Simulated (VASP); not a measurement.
**GaAs: single point with LDA**

GaAs:

```
Ga As
1.0
     0.00000    2.80169    2.80169
     2.80169    0.00000    2.80169
     2.80169    2.80169    0.00000
Ga As
1 1
Direct
  0.00000 0.00000 0.00000
  0.75000 0.75000 0.75000
```

```yaml
Program: VASP 6.6.1
Task: single point
Functional: LDA
Potentials_or_basis: VASP PAW LDA potentials, release 64 (Ga_d, As)
Cutoff: 520 eV
k_mesh: 12 × 12 × 12
Occupations: gaussian, width 0.02 eV
Spin: no spin polarisation
```

| Quantity | Value |
| --- | --- |
| Pressure | 0.3 GPa |
| Band gap on the k mesh | 0.54 eV, direct |

Levels at points of the mesh, in eV from the valence-band top:
```tsv
k point	band 7	band 8	band 9	band 10	band 11	band 12
(0.00, 0.00, 0.00)	0.00	0.00	0.00	0.54	3.68	3.68
(0.50, 0.00, 0.00)	-6.84	-1.19	-1.19	0.94	4.59	4.59
(0.50, 0.50, 0.00)	-7.00	-2.79	-2.79	1.29	1.54	10.26
```

Run time: 29 s on 1 thread of AMD EPYC 7R13 Processor (Zen 3), with other jobs on the host, peak memory 0.15 GiB.

A k mesh can miss the band edges. Expect the measured gap to be larger: semilocal functionals such as LDA lack the derivative discontinuity.
